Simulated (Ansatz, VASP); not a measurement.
# SiC, level by level in two programs

```xyz
4
Lattice="3.0344 0.0000 0.0000 -1.5172 2.6279 0.0000 0.0000 0.0000 4.9798" Properties=species:S:1:pos:R:3 pbc="T T T"
Si    1.5172    0.8760    2.4899
Si    0.0000    1.7519    0.0000
C     1.5172    0.8760    4.4071
C     0.0000    1.7519    1.9172
```

Single points on this cell with VASP 6.6.1 and Ansatz 0.2.0. Each row is one pair of runs. Alike in all rows: spin: off; k mesh: 10 × 10 × 5; smearing: fermi-dirac, width 0.05 eV; VASP's potentials, cutoff: VASP PAW PBE potentials, release 64 (Si, C), 520 eV.

```tsv
level	Ansatz's potentials, cutoff	gap on the k mesh at the Fermi level (eV), VASP	gap on the k mesh at the Fermi level (eV), Ansatz	least direct gap on the mesh (eV), VASP	least direct gap on the mesh (eV), Ansatz	pressure (GPa), VASP	pressure (GPa), Ansatz
PBE+D4	Ansatz PAW, 420 eV	2.41	2.41	4.16	4.16	9.1	9.1
BLYP	Ansatz PAW, 420 eV	2.77	2.77	4.43	4.42	19.0	18.4
SVWN5	Ansatz PAW, 420 eV	2.30	2.31	4.08	4.07	6.8	5.3
r2SCAN	Ansatz PAW, 500 eV	2.81	2.80	4.69	4.68	10.0	10.3
PBEsol+D4	Ansatz PAW, 420 eV	2.25	2.26	4.04	4.05	7.9	7.5
revPBE+D3(BJ)	Ansatz PAW, 420 eV	2.43	2.44	4.18	4.19	5.7	6.1
PBEsol+D3(BJ)	Ansatz PAW, 420 eV	2.25	2.26	4.04	4.05	6.4	6.0
revPBE	Ansatz PAW, 420 eV	2.43	2.44	4.18	4.19	15.9	16.4
```

Gap on the k mesh at the fermi level (eV): the two programs differ by at most 0.01; least direct gap on the mesh (eV): the two programs differ by at most 0.013; pressure (GPa): the two programs differ by at most 1.44.

Noted on Ansatz's runs: odd divisions of the mesh miss points on the zone boundary, where band edges often lie, so the gap on the mesh can be too wide.
